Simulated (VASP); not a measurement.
# H16CO7: single point with PBE+D3(BJ)

The system is H16CO7.

```
O H C
1.0
     6.47684    0.00000    0.00000
     0.00000    6.47684    0.00000
     0.00000    0.00000    6.47684
O H C
7 16 1
Direct
  0.33885 0.06515 0.90090
  0.99533 0.25935 0.13244
  0.78396 0.54945 0.89772
  0.05345 0.80735 0.68825
  0.55967 0.43787 0.50412
  0.17203 0.54747 0.40784
  0.75684 0.80769 0.38809
  0.44003 0.16399 0.82968
  0.25556 0.98421 0.79931
  0.90197 0.33028 0.03164
  0.10690 0.21620 0.03043
  0.89502 0.63800 0.83328
  0.67182 0.51931 0.79018
  0.94652 0.88705 0.61561
  0.11240 0.71746 0.58175
  0.65555 0.55874 0.45223
  0.58348 0.32096 0.40842
  0.13721 0.44474 0.30005
  0.31190 0.51420 0.44871
  0.44358 0.85454 0.32179
  0.85313 0.73612 0.28381
  0.62449 0.05362 0.22628
  0.60440 0.80027 0.09327
  0.59609 0.88676 0.24282
```

```
Program                : VASP 6.6.1
Task                   : single point
Functional             : PBE
Dispersion             : D3(BJ)
Potentials or basis    : VASP PAW PBE potentials, release 64 (O, H, C)
Cutoff                 : 520 eV
k mesh                 : 1 × 1 × 1
Occupations            : fermi-dirac, width 0.02 eV
Spin                   : no spin polarisation
Dipole correction      : no
Further INCAR settings : LREAL = Auto; ALGO = Normal; EDIFF = 1e-06; NBANDS = 49
```

| Item | Value |
| --- | --- |
| Pressure | -2.9 GPa |
| Largest force | 2.937 eV/Å |
| Band gap on the k mesh | 4.59 eV |
| Dispersion energy per atom | -0.030 eV |

Forces on the atoms (eV/Å):
```
O    1.004  1.327 -0.662
O    0.738 -0.039 -1.616
O   -1.038 -0.274 -0.856
O   -0.141  1.006  0.964
O    1.262  0.732 -0.821
O   -0.559  0.088 -0.540
O    0.581 -1.455 -2.484
H   -1.641 -1.571  0.550
H    0.308  0.299  0.028
H    0.075  0.288  0.577
H   -0.470 -0.148  1.123
H   -0.647 -0.316 -0.198
H    1.710  0.457  1.008
H    0.199 -0.262 -0.046
H   -0.100 -0.562 -0.628
H   -1.082 -1.152  0.569
H    0.080  0.579  0.507
H   -0.539 -0.004  0.040
H    0.912 -0.282  0.202
H    0.747  0.379 -0.678
H   -0.631  0.981  1.663
H   -0.102 -0.167 -0.266
H   -0.018  0.574  0.644
C   -0.647 -0.478  0.917
```

Stress tensor (GPa, compression positive):
```
-2.71 -2.24  0.91
-2.24 -2.97 -0.50
 0.91 -0.50 -3.11
```

Levels at points of the mesh, in eV from the valence-band top:
| k point | band 28 | band 29 | band 30 | band 31 | band 32 | band 33 | band 34 | band 35 |
| --- | --- | --- | --- | --- | --- | --- | --- | --- |
| (0.00, 0.00, 0.00) | -0.36 | -0.23 | -0.06 | 0.00 | 4.59 | 7.18 | 7.47 | 8.01 |

It took 16 s on 1 thread of Intel(R) Xeon(R) 6975P-C (Granite Rapids), with other jobs on the host, peak memory 0.3 GiB.

Caveat: the k points lie up to 0.97 Å⁻¹ apart.
